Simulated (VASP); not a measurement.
# SnSe2 (P-3m1) in VASP: single point with PBE

Aim: the single point of SnSe2 with PBE.

All numbers are computed with VASP 6.6.1; they aren't measurements. Logs are shortened: lines on timing, memory, paths and dates and some standing lists are left out, and cuts for length are marked.

### 1 The cell of the first run

Symmetry: P-3m1, No. 164, trigonal system. Conventional cell: a = 3.811 Å, b = 3.811 Å, c = 6.137 Å, α = 90.00°, β = 90.00°, γ = 120.00°. Sn (site symmetry -3m) has 6 Se at 2.68 Å within 3.5 Å. Se (site symmetry 3m) has 3 Sn at 2.68 Å within 3.5 Å.

### 2 Single point, PBE

Contents of INCAR:

```
SYSTEM = SnSe2
PREC = Accurate ; ENCUT = 520
EDIFF = 1E-7 ; ISMEAR = 0
SIGMA = 0.05 ; LREAL = .False.
LASPH = .True. ; NELM = 80
ALGO = Normal ; ISIF = 2
LWAVE = .False. ; LCHARG = .False.
GGA = PE ; NBANDS = 20
```

Contents of KPOINTS:

```
Automatic mesh
0
Gamma
  12 12 6
  0 0 0
```

Contents of POSCAR:

```
SnSe2
1.0
    3.8109987816      0.0000000000      0.0000000000
   -1.9054993908      3.3004217586      0.0000000000
    0.0000000000      0.0000000000      6.1370000000
Sn Se
1 2
Direct
    0.0000000000      0.0000000000      0.0000000000
    0.3333333333      0.6666666667      0.2500000000
    0.6666666667      0.3333333333      0.7500000000
```

Potentials or basis: VASP PAW PBE potentials, release 64 (Sn_d, Se).

Launch:

```console
$ cat potpaw_PBE.64/Sn_d/POTCAR potpaw_PBE.64/Se/POTCAR > POTCAR
$ mpirun -np 1 vasp_std > vasp.out
```

OUTCAR:

```text
SYSTEM = SnSe2
   PREC = Accurate
   ENCUT = 520
   EDIFF = 1E-7
   ISMEAR = 0
   LREAL = .False.
   LASPH = .True.
   NELM = 80
   ISIF = 2
   GGA = PE

 ion  position               nearest neighbor table
   1  0.000  0.000  0.000-   2 2.68   3 2.68   2 2.68   3 2.68   3 2.68   2 2.68
   2  0.333  0.667  0.250-   1 2.68   1 2.68   1 2.68
   3  0.667  0.333  0.750-   1 2.68   1 2.68   1 2.68

  LATTYP: Found a hexagonal cell.
 ALAT       =     3.8109987816
 C/A-ratio  =     1.6103390087

  Lattice vectors:

 A1 = (   3.8109987816,   0.0000000000,   0.0000000000)
 A2 = (  -1.9054993908,   3.3004217586,   0.0000000000)
 A3 = (   0.0000000000,   0.0000000000,   6.1370000000)

Analysis of symmetry for initial positions (statically):
=====================================================================
 Subroutine PRICEL returns:
 Original cell was already a primitive cell.

 Routine SETGRP: Setting up the symmetry group for a
 hexagonal supercell.

 Subroutine GETGRP returns: Found 12 space group operations
 (whereof 12 operations were pure point group operations)
 out of a pool of 24 trial point group operations.

The static configuration has the point symmetry D_3d.

Analysis of symmetry for dynamics (positions and initial velocities):
=====================================================================
 Subroutine PRICEL returns:
 Original cell was already a primitive cell.

 Routine SETGRP: Setting up the symmetry group for a
 hexagonal supercell.

 Subroutine GETGRP returns: Found 12 space group operations
 (whereof 12 operations were pure point group operations)
 out of a pool of 24 trial point group operations.

The dynamic configuration has the point symmetry D_3d.

 Subroutine INISYM returns: Found 12 space group operations
 (whereof 12 operations are pure point group operations),
 and found     1 'primitive' translations

----------------------------------------------------------------------------------------

                                     Primitive cell

  volume of cell :      77.1906

  direct lattice vectors                    reciprocal lattice vectors
     3.810998782  0.000000000  0.000000000     0.262398405  0.151495789  0.000000000
    -1.905499391  3.300421759  0.000000000     0.000000000  0.302991579  0.000000000
     0.000000000  0.000000000  6.137000000     0.000000000  0.000000000  0.162946065

  length of vectors
     3.810998782  3.810998782  6.137000000     0.302991579  0.302991579  0.162946065

  position of ions in fractional coordinates (direct lattice)
     0.000000000  0.000000000  0.000000000
     0.333333333  0.666666667  0.250000000
     0.666666667  0.333333333  0.750000000

  ion indices of the primitive-cell ions
   primitive index   ion index
                 1           1
                 2           2
                 3           3

----------------------------------------------------------------------------------------

 KPOINTS: Automatic mesh

Automatic generation of k-mesh.
 Grid dimensions read from file:
 generate k-points for:   12   12    6

 Generating k-lattice:

  Cartesian coordinates                     Fractional coordinates (reciprocal lattice)
     0.021866534  0.012624649  0.000000000     0.083333333 -0.000000000  0.000000000
     0.000000000  0.025249298  0.000000000     0.000000000  0.083333333  0.000000000
     0.000000000  0.000000000  0.027157677     0.000000000  0.000000000  0.166666667

  Length of vectors
     0.025249298  0.025249298  0.027157677

  Shift w.r.t. Gamma in fractional coordinates (k-lattice)
     0.000000000  0.000000000  0.000000000

 Subroutine IBZKPT returns following result:
 ===========================================

 Found    100 irreducible k-points:

 Following reciprocal coordinates:
            Coordinates               Weight
  0.000000  0.000000  0.000000      1.000000
  0.083333  0.000000  0.000000      6.000000
  0.166667  0.000000  0.000000      6.000000
  0.250000 -0.000000  0.000000      6.000000
  0.333333 -0.000000  0.000000      6.000000
  0.416667 -0.000000  0.000000      6.000000
[... 16 lines left out ...]
  0.166667  0.000000  0.166667      6.000000
  0.000000  0.166667  0.166667      6.000000
 [... further k-points ...]
   k-points           NKPTS =    100   k-points in BZ     NKDIM =    100   number of bands    NBANDS=     20
   number of dos      NEDOS =    301   number of ions     NIONS =      3
   total plane-waves  NPLWV =  37632
   dimension x,y,z NGX =    28 NGY =   28 NGZ =   48
   dimension x,y,z NGXF=    56 NGYF=   56 NGZF=   96
   ions per type =               1   2
   NGX,Y,Z   is equivalent  to a cutoff of  12.21, 12.21, 13.00 a.u.
   NGXF,Y,Z  is equivalent  to a cutoff of  24.43, 24.43, 26.01 a.u.
 SYSTEM =  SnSe2
   PREC   = accura    normal or accurate (medium, high low for compatibility)
   ISTART =      0    job   : 0-new  1-cont  2-samecut
   ICHARG =      2    charge: 1-file 2-atom 10-const
   ISPIN  =      1    spin polarized calculation?
   LNONCOLLINEAR =      F non collinear calculations
   LSORBIT =      F    spin-orbit coupling
   LASPH  =      T    aspherical Exc in radial PAW
   ENCUT  =  520.0 eV  38.22 Ry    6.18 a.u.   7.09  7.09 11.41*2*pi/ulx,y,z
   NELM   =     80;   NELMIN=  2; NELMDL= -5     # of ELM steps
   EDIFF  = 0.1E-06   stopping-criterion for ELM
   LREAL  =      F    real-space projection
   EDIFFG = 0.1E-05   stopping-criterion for IOM
   NSW    =      0    number of steps for IOM
   IBRION =     -1    ionic relax: 0-MD 1-quasi-New 2-CG
   NFREE  =      0    steps in history (QN), initial steepest desc. (CG)
   ISIF   =      2    stress and relaxation
   ISYM   =      2    0-nonsym 1-usesym 2-fastsym
   POTIM  = 0.5000    time-step for ionic-motion
   TEBEG  =    0.0;   TEEND  =   0.0 temperature during run
   PSTRESS=    0.0 pullay stress
   NELECT =      26.0000    total number of electrons
   NUPDOWN=      -1.0000    fix difference up-down
   EMIN   =  10.00;   EMAX   =-10.00  energy-range for DOS
   EFERMI =   0.00;   METHOD = LEGACY
   ISMEAR =     0;   SIGMA  =   0.05  broadening in eV -4-tet -1-fermi 0-gaus
   EFERMI_NEDOS =   21; number of points for ismear=-14 and -15
   IALGO  =     38    algorithm
   IMIX   =      4    mixing-type and parameters
     AMIX     =   0.40;   BMIX     =  1.00
     AMIX_MAG =   1.60;   BMIX_MAG =  1.00
  volume/ion in A,a.u.               =      25.73       173.64
  Fermi-wavevector in a.u.,A,eV,Ry     =   1.139054  2.152501 17.652812  1.297445
  Thomas-Fermi vector in A             =   2.275758
   LORBIT       =      0    0 simple, 1 ext, 2 COOP (PROOUT), +10 PAW based schemes
   GGA     = PE    functional components
   LHFCALC =     F    Hartree Fock is set to
   AEXX    =    0.0000 exact exchange contribution
   IVDW    =     0    specifies the selected vdW correction
   LEPSILON=     F    determine dielectric tensor
   LRPA    =     F    only Hartree local field effects (RPA)
 non-spin polarized calculation
 Gauss-broadening in eV      SIGMA  =   0.05
  energy-cutoff  :      520.00
  volume of cell :       77.19
 maximum number of plane-waves:      2109
   NGX = 15   NGY = 15   NGZ = 23

 number of electron      26.0000006 magnetization

 Free energy of the ion-electron system (eV)
  ---------------------------------------------------
  ext. energy  EPLUGINS =         0.00000000
  ---------------------------------------------------
  free energy    TOTEN  =       -11.75790705 eV

  energy without entropy =      -11.75790705  energy(sigma->0) =      -11.75790705

 E-fermi :   4.4373     XC(G=0):  -9.4591

 val. band max:        4.2095900561   @ k =   0.0833   0.0833   0.0000
 cond. band min:       4.9136675934   @ k =   0.0000   0.4167   0.3333
 fundamental gap:      0.7040775373
 Fermi energy:         4.4372822198

 k-point     1 :       0.0000    0.0000    0.0000
  band No.  band energies     occupation
      1     -17.0927      2.00000
      2     -17.0927      2.00000
      3     -17.0537      2.00000
      4     -17.0392      2.00000
      5     -17.0392      2.00000
      6      -9.8106      2.00000
[... 12 lines left out ...]
     19      13.1210      0.00000
     20      13.1210      0.00000

 k-point     2 :       0.0833    0.0000    0.0000
  band No.  band energies     occupation
      1     -17.0962      2.00000
      2     -17.0902      2.00000
      3     -17.0517      2.00000
      4     -17.0408      2.00000
      5     -17.0387      2.00000
      6      -9.7408      2.00000
[... 12 lines left out ...]
     19      12.5654      0.00000
     20      13.2088      0.00000

 k-point     3 :       0.1667    0.0000    0.0000
  band No.  band energies     occupation
      1     -17.1064      2.00000
      2     -17.0842      2.00000
      3     -17.0484      2.00000
      4     -17.0424      2.00000
      5     -17.0367      2.00000
      6      -9.5356      2.00000
[... 12 lines left out ...]
     19      12.4342      0.00000
     20      13.3840      0.00000

 k-point     4 :       0.2500   -0.0000    0.0000
  band No.  band energies     occupation
      1     -17.1214      2.00000
      2     -17.0780      2.00000
      3     -17.0524      2.00000
      4     -17.0348      2.00000
      5     -17.0318      2.00000
      6      -9.2101      2.00000
[... 12 lines left out ...]
     19      12.3809      0.00000
     20      13.8068      0.00000

 k-point     5 :       0.3333   -0.0000    0.0000
  band No.  band energies     occupation
      1     -17.1370      2.00000
      2     -17.0744      2.00000
      3     -17.0573      2.00000
      4     -17.0257      2.00000
      5     -17.0242      2.00000
      6      -8.7992      2.00000
[... 12 lines left out ...]
     19      13.1268      0.00000
     20      13.9854      0.00000

 k-point     6 :       0.4167   -0.0000    0.0000
  band No.  band energies     occupation
      1     -17.1486      2.00000
      2     -17.0731      2.00000
      3     -17.0608      2.00000
      4     -17.0189      2.00000
      5     -17.0172      2.00000
      6      -8.3802      2.00000
[... 12 lines left out ...]
     19      13.8767      0.00000
     20      14.5461      0.00000

 k-point     7 :       0.5000   -0.0000    0.0000
  band No.  band energies     occupation
      1     -17.1529      2.00000
      2     -17.0728      2.00000
      3     -17.0621      2.00000
      4     -17.0165      2.00000
      5     -17.0145      2.00000
      6      -8.1553      2.00000
[... 12 lines left out ...]
     19      14.1846      0.00000
     20      14.8378      0.00000
[... 277 lines left out ...]
 k-point    20 :       0.0000    0.0000    0.1667
  band No.  band energies     occupation
      1     -17.0927      2.00000
      2     -17.0927      2.00000
      3     -17.0537      2.00000
      4     -17.0392      2.00000
      5     -17.0392      2.00000
      6      -9.7725      2.00000
[... 12 lines left out ...]
     19      12.9439      0.00000
     20      12.9439      0.00000

 k-point    21 :       0.0833    0.0000    0.1667
  band No.  band energies     occupation
      1     -17.0962      2.00000
      2     -17.0902      2.00000
      3     -17.0517      2.00000
      4     -17.0408      2.00000
      5     -17.0387      2.00000
      6      -9.7030      2.00000
[... 12 lines left out ...]
     19      12.5636      0.00000
     20      13.2084      0.00000

 k-point    22 :       0.0000    0.0833    0.1667
  band No.  band energies     occupation
      1     -17.0962      2.00000
      2     -17.0902      2.00000
      3     -17.0517      2.00000
      4     -17.0408      2.00000
      5     -17.0387      2.00000
      6      -9.7029      2.00000
[... 12 lines left out ...]
     19      12.4607      0.00000
     20      12.9330      0.00000

 k-point    23 :       0.1667    0.0000    0.1667
  band No.  band energies     occupation
      1     -17.1064      2.00000
      2     -17.0842      2.00000
      3     -17.0483      2.00000
      4     -17.0424      2.00000
      5     -17.0367      2.00000
      6      -9.4987      2.00000
[... 12 lines left out ...]
     19      12.7497      0.00000
     20      13.1044      0.00000

 k-point    24 :       0.0000    0.1667    0.1667
  band No.  band energies     occupation
      1     -17.1064      2.00000
      2     -17.0842      2.00000
      3     -17.0484      2.00000
      4     -17.0424      2.00000
      5     -17.0367      2.00000
      6      -9.4983      2.00000
[... 12 lines left out ...]
     19      12.2272      0.00000
     20      13.1070      0.00000

 [... further k-points ...]

------------------------ aborting loop because EDIFF is reached ----------------------------------------

  FORCE on cell =-STRESS in cart. coord.  units (eV):
  Direction    XX          YY          ZZ          XY          YZ          ZX
  --------------------------------------------------------------------------------------
  -------------------------------------------------------------------------------------
  Total        2.3624735      2.3624735      3.0099528     -0.0000000      0.0000000      0.0000000
  in kB       49.0357869     49.0357869     62.4749459     -0.0000000      0.0000000      0.0000000
  external PRESSURE =      53.5155065 kB  Pullay stress =       0.0000000 kB

 VOLUME and BASIS-vectors are now :
 -----------------------------------------------------------------------------
  energy-cutoff  :      520.00
  volume of cell :       77.19
      direct lattice vectors                 reciprocal lattice vectors
     3.810998782  0.000000000  0.000000000     0.262398405  0.151495789  0.000000000
    -1.905499391  3.300421759  0.000000000     0.000000000  0.302991579  0.000000000
     0.000000000  0.000000000  6.137000000     0.000000000  0.000000000  0.162946065

 POSITION                                       TOTAL-FORCE (eV/Angst)
 -----------------------------------------------------------------------------------
      0.00000      0.00000      0.00000        -0.000000      0.000000      0.000000
     -0.00000      2.20028      1.53425         0.000000      0.000000      0.737073
      1.90550      1.10014      4.60275        -0.000000      0.000000     -0.737073
 -----------------------------------------------------------------------------------
    total drift:                               -0.000000     -0.000000     -0.000000

  FREE ENERGIE OF THE ION-ELECTRON SYSTEM (eV)
  ---------------------------------------------------
  free  energy   TOTEN  =       -11.7579070464 eV

  energy  without entropy=      -11.7579070464  energy(sigma->0) =      -11.75790705
```

Wall time 2 min (1 thread of AMD EPYC 7R43 (Zen 3), shared host); peak memory 0.25 GiB.

What came out:

| Item | Value |
| --- | --- |
| Free energy | -11.7579 eV |
| Pressure | 5.4 GPa |
| Largest force | 0.737 eV/Å |
| Band gap on the k mesh | 0.70 eV (least direct gap 1.09 eV) |

Forces on the atoms (eV/Å):
```
Sn   0.000  0.000  0.000
Se   0.000  0.000  0.737
Se   0.000  0.000 -0.737
```

Caveat: the cell stands under pressure; spin-orbit coupling is left out, which moves the levels of the heavy elements; this functional lacks dispersion, which binds the layers, so the pressure and a relaxed spacing across them are unreliable. A k mesh can miss the band edges.
